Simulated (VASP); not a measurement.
# Li2Se (Fm-3m) in VASP: single point with HSE06

Aim: the single point of Li2Se with HSE06.

All numbers are computed with VASP 6.6.1; they aren't measurements. Logs are shortened: lines on timing, memory, paths and dates and some standing lists are left out, and cuts for length are marked.

### Step 1. The cell of the first run

It takes space group Fm-3m (No. 225, cubic). Conventional cell: a = 5.987 Å, b = 5.987 Å, c = 5.987 Å, α = 90.00°, β = 90.00°, γ = 90.00°. Within 3.4 Å of Li (site symmetry -43m) lie 4 Se at 2.59 Å and 6 Li at 2.99 Å. Se (site symmetry m-3m) has 8 Li at 2.59 Å within 3.4 Å.

### Step 2. Single point, HSE06, non-collinear spin, zero start, spin-orbit coupling

Contents of POSCAR:

```
Li2Se
1.0
    0.0000000000      2.9934587684      2.9934587684
    2.9934587684      0.0000000000      2.9934587684
    2.9934587684      2.9934587684      0.0000000000
Li Se
2 1
Direct
    0.2500000000      0.2500000000      0.2500000000
    0.7500000000      0.7500000000      0.7500000000
    0.0000000000      0.0000000000      0.0000000000
```

Contents of INCAR.step1:

```
SYSTEM = Li2Se
  ALGO = Normal
  EDIFF = 1E-5
  ENCUT = 650
  GGA = PE
  GGA_COMPAT = .FALSE.
  ISIF = 2
  ISMEAR = 0
  LASPH = .TRUE.
  LCHARG = .FALSE.
  LNONCOLLINEAR = .TRUE.
  LORBIT = 11
  LORBMOM = .TRUE.
  LREAL = .FALSE.
  LSORBIT = .TRUE.
  LWAVE = .TRUE.
  MAGMOM = 0 0 0 0 0 0 0 0 0
  NBANDS = 25
  NELM = 200
  PREC = Accurate
  SIGMA = 0.01
```

Contents of INCAR.step2:

```
SYSTEM = Li2Se
  ALGO = Normal
  EDIFF = 1E-6
  ENCUT = 650
  GGA = PE
  GGA_COMPAT = .FALSE.
  HFSCREEN = 0.2079
  ISIF = 2
  ISMEAR = 0
  ISTART = 1
  LASPH = .TRUE.
  LCHARG = .FALSE.
  LHFCALC = .TRUE.
  LNONCOLLINEAR = .TRUE.
  LORBIT = 11
  LORBMOM = .TRUE.
  LREAL = .FALSE.
  LSORBIT = .TRUE.
  LWAVE = .FALSE.
  MAGMOM = 0 0 0 0 0 0 0 0 0
  NBANDS = 25
  NELM = 200
  PREC = Accurate
  PRECFOCK = Normal
  SIGMA = 0.01
```

Contents of KPOINTS:

```
k-points
0
G
  4 4 4
  0 0 0
```

Potentials or basis: VASP PAW PBE potentials, release 64 (Li_sv, Se).

Launch:

```sh
$ cat potpaw_PBE.64/Li_sv/POTCAR potpaw_PBE.64/Se/POTCAR > POTCAR
$ cp INCAR.step1 INCAR
$ mpirun -np 1 vasp_ncl > vasp.out
$ cp INCAR.step2 INCAR
$ mpirun -np 1 vasp_ncl > vasp.out
```

OUTCAR:

```text
SYSTEM = Li2Se
   EDIFF = 1E-6
   ENCUT = 650
   GGA = PE
   HFSCREEN = 0.2079
   ISIF = 2
   ISMEAR = 0
   ISTART = 1
   LASPH = .TRUE.
   LHFCALC = .TRUE.
   LNONCOLLINEAR = .TRUE.
   LORBIT = 11
   LREAL = .FALSE.
   LSORBIT = .TRUE.
   NELM = 200
   PREC = Accurate
   PRECFOCK = Normal

 ion  position               nearest neighbor table
   1  0.250  0.250  0.250-   3 2.59   3 2.59   3 2.59   3 2.59
   2  0.750  0.750  0.750-   3 2.59   3 2.59   3 2.59   3 2.59
   3  0.000  0.000  0.000-   2 2.59   2 2.59   2 2.59   1 2.59   2 2.59   1 2.59   1 2.59   1 2.59

  LATTYP: Found a face centered cubic cell.
 ALAT       =     5.9869175368

  Lattice vectors:

 A1 = (   0.0000000000,   2.9934587684,   2.9934587684)
 A2 = (   2.9934587684,   0.0000000000,   2.9934587684)
 A3 = (   2.9934587684,   2.9934587684,   0.0000000000)

Analysis of symmetry for initial positions (statically):
=====================================================================
 Subroutine PRICEL returns:
 Original cell was already a primitive cell.

 Routine SETGRP: Setting up the symmetry group for a
 face centered cubic supercell.

 Subroutine GETGRP returns: Found 48 space group operations
 (whereof 48 operations were pure point group operations)
 out of a pool of 48 trial point group operations.

The static configuration has the point symmetry O_h .

Analysis of symmetry for dynamics (positions and initial velocities):
=====================================================================
 Subroutine PRICEL returns:
 Original cell was already a primitive cell.

 Routine SETGRP: Setting up the symmetry group for a
 face centered cubic supercell.

 Subroutine GETGRP returns: Found 48 space group operations
 (whereof 48 operations were pure point group operations)
 out of a pool of 48 trial point group operations.

The dynamic configuration has the point symmetry O_h .

Analysis of structural, dynamic, and magnetic symmetry:
=====================================================================
 Subroutine PRICEL returns:
 Original cell was already a primitive cell.

 Routine SETGRP: Setting up the symmetry group for a
 face centered cubic supercell.

 Subroutine GETGRP returns: Found 48 space group operations
 (whereof 48 operations were pure point group operations)
[... 390 lines left out ...]
 -----------------------------------------------------------------------------------
      1.49673      1.49673      1.49673        -0.000000      0.000000     -0.000000
      4.49019      4.49019      4.49019         0.000000     -0.000000      0.000000
      0.00000      0.00000      0.00000         0.000000      0.000000      0.000000
 -----------------------------------------------------------------------------------
    total drift:                                0.000000      0.000000      0.000000

  FREE ENERGIE OF THE ION-ELECTRON SYSTEM (eV)
  ---------------------------------------------------
  free  energy   TOTEN  =       -12.5718845624 eV

  energy  without entropy=      -12.5718845624  energy(sigma->0) =      -12.57188456

 orbital moment (x)

 # of ion     p       d       tot
 ----------------------------------------
  1        -0.000   0.000  -0.000
  2        -0.000   0.000  -0.000
  3         0.000  -0.000   0.000
 ----------------------------------------
            0.000  -0.000   0.000

 orbital moment (y)

 # of ion     p       d       tot
 ----------------------------------------
  1         0.000   0.000   0.000
  2         0.000   0.000   0.000
  3         0.000  -0.000   0.000
 ----------------------------------------
            0.000  -0.000   0.000

 orbital moment (z)

 # of ion     p       d       tot
 ----------------------------------------
  1         0.000   0.000   0.000
  2         0.000   0.000   0.000
  3         0.000  -0.000   0.000
 ----------------------------------------
            0.000  -0.000   0.000

 Spin-Orbit-Coupling matrix elements

 Ion:    1  E_soc:     -0.0000009
 l=   1
     0.0000000    -0.0000001    -0.0000001
    -0.0000001     0.0000000    -0.0000001
    -0.0000001    -0.0000001     0.0000000
 l=   2
     0.0000000     0.0000000     0.0000000     0.0000000     0.0000000
     0.0000000     0.0000000     0.0000000     0.0000000     0.0000000
     0.0000000     0.0000000     0.0000000     0.0000000     0.0000000
     0.0000000     0.0000000     0.0000000     0.0000000     0.0000000
     0.0000000     0.0000000     0.0000000     0.0000000     0.0000000
 l=   3
     0.0000000     0.0000000     0.0000000     0.0000000     0.0000000     0.0000000     0.0000000
     0.0000000     0.0000000     0.0000000     0.0000000     0.0000000     0.0000000     0.0000000
     0.0000000     0.0000000     0.0000000     0.0000000     0.0000000     0.0000000     0.0000000
     0.0000000     0.0000000     0.0000000     0.0000000     0.0000000     0.0000000     0.0000000
[... 29 lines left out ...]
 l=   2
     0.0000000     0.0000001     0.0000000     0.0000001    -0.0000006
     0.0000001     0.0000000    -0.0000004     0.0000001    -0.0000001
     0.0000000    -0.0000004     0.0000000    -0.0000004     0.0000000
     0.0000001     0.0000001    -0.0000004     0.0000000    -0.0000001
    -0.0000006    -0.0000001     0.0000000    -0.0000001     0.0000000
 l=   3
     0.0000000     0.0000000     0.0000000     0.0000000     0.0000000     0.0000000     0.0000000
     0.0000000     0.0000000     0.0000000     0.0000000     0.0000000     0.0000000     0.0000000
     0.0000000     0.0000000     0.0000000     0.0000000     0.0000000     0.0000000     0.0000000
     0.0000000     0.0000000     0.0000000     0.0000000     0.0000000     0.0000000     0.0000000
     0.0000000     0.0000000     0.0000000     0.0000000     0.0000000     0.0000000     0.0000000
     0.0000000     0.0000000     0.0000000     0.0000000     0.0000000     0.0000000     0.0000000
     0.0000000     0.0000000     0.0000000     0.0000000     0.0000000     0.0000000     0.0000000

 total charge

# of ion       s       p       d       tot
------------------------------------------
    1        2.017   0.058   0.000   2.075
    2        2.017   0.058   0.000   2.075
    3        1.430   2.557   0.003   3.990
--------------------------------------------------
tot          5.465   2.672   0.003   8.140

 magnetization (x)

# of ion       s       p       d       tot
------------------------------------------
    1        0.000   0.000   0.000   0.000
    2        0.000   0.000   0.000   0.000
    3        0.000  -0.000  -0.000   0.000
--------------------------------------------------
tot          0.000   0.000  -0.000   0.000

 magnetization (y)

# of ion       s       p       d       tot
------------------------------------------
    1        0.000   0.000   0.000   0.000
    2        0.000   0.000   0.000   0.000
    3        0.000  -0.000  -0.000  -0.000
--------------------------------------------------
tot          0.000  -0.000  -0.000  -0.000

 magnetization (z)

# of ion       s       p       d       tot
------------------------------------------
    1        0.000   0.000   0.000   0.000
    2        0.000   0.000   0.000   0.000
    3       -0.000   0.000  -0.000  -0.000
--------------------------------------------------
tot         -0.000   0.000  -0.000  -0.000
```

OSZICAR.step1:

```text
N       E                     dE             d eps       ncg     rms          rms(c)
DAV:   1     0.702451295187E+02    0.70245E+02   -0.56301E+03   400   0.111E+03
DAV:   2    -0.133589547103E+00   -0.70379E+02   -0.66334E+02   444   0.254E+02
DAV:   3    -0.106451244409E+02   -0.10512E+02   -0.10393E+02   697   0.608E+01
DAV:   4    -0.112862423781E+02   -0.64112E+00   -0.63641E+00   573   0.187E+01
DAV:   5    -0.113219249109E+02   -0.35683E-01   -0.35680E-01   582   0.354E+00    0.279E+00
DAV:   6    -0.111425100789E+02    0.17941E+00   -0.17317E-01   458   0.214E+00    0.170E+00
DAV:   7    -0.111276230666E+02    0.14887E-01   -0.11047E-01   530   0.160E+00    0.816E-01
DAV:   8    -0.111340984141E+02   -0.64753E-02   -0.17828E-02   586   0.730E-01    0.515E-01
DAV:   9    -0.111362984612E+02   -0.22000E-02   -0.17268E-03   505   0.272E-01    0.181E-01
DAV:  10    -0.111362971590E+02    0.13022E-05   -0.30643E-04   540   0.927E-02    0.517E-02
DAV:  11    -0.111365019013E+02   -0.20474E-03   -0.27481E-04   479   0.924E-02    0.200E-02
DAV:  12    -0.111365122378E+02   -0.10337E-04   -0.18934E-05   565   0.307E-02    0.155E-02
DAV:  13    -0.111365130280E+02   -0.79019E-06   -0.43716E-06   417   0.126E-02
   1 F= -.11136513E+02 E0= -.11136513E+02  d E =-.253027E-32  mag=     0.0000     0.0000     0.0000
```

Wall time 26 min (1 thread of Intel Xeon Platinum 8259CL at 2.50GHz (Skylake/Cascade Lake), shared host); peak memory 0.52 GiB.

What came out:

| Property | Result |
| --- | --- |
| Free energy | -12.5719 eV |
| Pressure | -0.5 GPa |
| Net moment | 0.00 μB per cell |
| Valence electrons inside the program's atomic spheres | Li 2.08; Se 3.99 |

Moments on the atoms (μB; x, y, z):
```
Li  0.00 0.00 0.00
Li  0.00 0.00 0.00
Se  0.00 0.00 0.00
```

Caveat: the k points lie up to 0.45 Å⁻¹ apart; the PAW data sets were made with another functional, which shifts forces and pressure a little.
